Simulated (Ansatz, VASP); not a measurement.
Mg in VASP and in Ansatz

```
Mg
1.0
    -1.62943    1.62943    2.11826
     1.62943   -1.62943    2.11826
     1.62943    1.62943   -2.11826
Mg
1
Cartesian
  0.0000 0.0000 0.0000
```

Alike in both runs: task single point; functional PBEsol; k mesh 26 × 26 × 26; occupations gaussian, width 0.15 eV; no spin polarisation.

|  | VASP | Ansatz |
| --- | --- | --- |
| version | VASP 6.6.1 | Ansatz 0.2.0 |
| potentials or method | VASP PAW PBE potentials, release 64 (Mg), cutoff 520 eV | scalar-relativistic, plane waves, PAW |
| valence electrons in the cell | 2 | 10 |

```tsv
	VASP	Ansatz	Ansatz less VASP
gap on the k mesh at the Fermi level (eV)	none	none	-
pressure (GPa)	0.2	0.3	+0.04
traceless stress, the component that is largest in VASP (GPa)	0.35	0.35	+0.002
```

VASP's potentials were made for PBE, not for PBEsol. A gap of «none» marks a metal or a gap that the smearing closes. VASP's potentials hold 2 valence electrons a cell and Ansatz's 10, so a difference there can come from the potentials and not from the codes.
